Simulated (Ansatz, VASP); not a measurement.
**Two plane-wave programs on Au**

```
Au
1.0
     0.00000    2.14089    2.14089
     2.14089    0.00000    2.14089
     2.14089    2.14089    0.00000
Au
1
Cartesian
  0.0000 0.0000 0.0000
```

Alike in both runs: task single point; functional r2SCAN; k mesh 22 × 22 × 22; occupations fermi-dirac, width 0.1 eV; no spin polarisation.

|  | VASP | Ansatz |
| --- | --- | --- |
| version | VASP 6.6.1 | Ansatz 0.2.0 |
| potentials or method | VASP PAW PBE potentials, release 64 (Au), cutoff 520 eV | plane waves (500 eV) with PAW, scalar-relativistic |
| valence electrons in the cell | 11 | 19 |

```tsv
	VASP	Ansatz	Ansatz less VASP
pressure (GPa)	-12.3	-12.3	-0.09
```

VASP's potentials were made for PBE, not for r2SCAN. VASP's potentials hold 11 valence electrons a cell and Ansatz's 19, so a difference there can come from the potentials and not from the codes.

Spin-orbit coupling is off throughout.
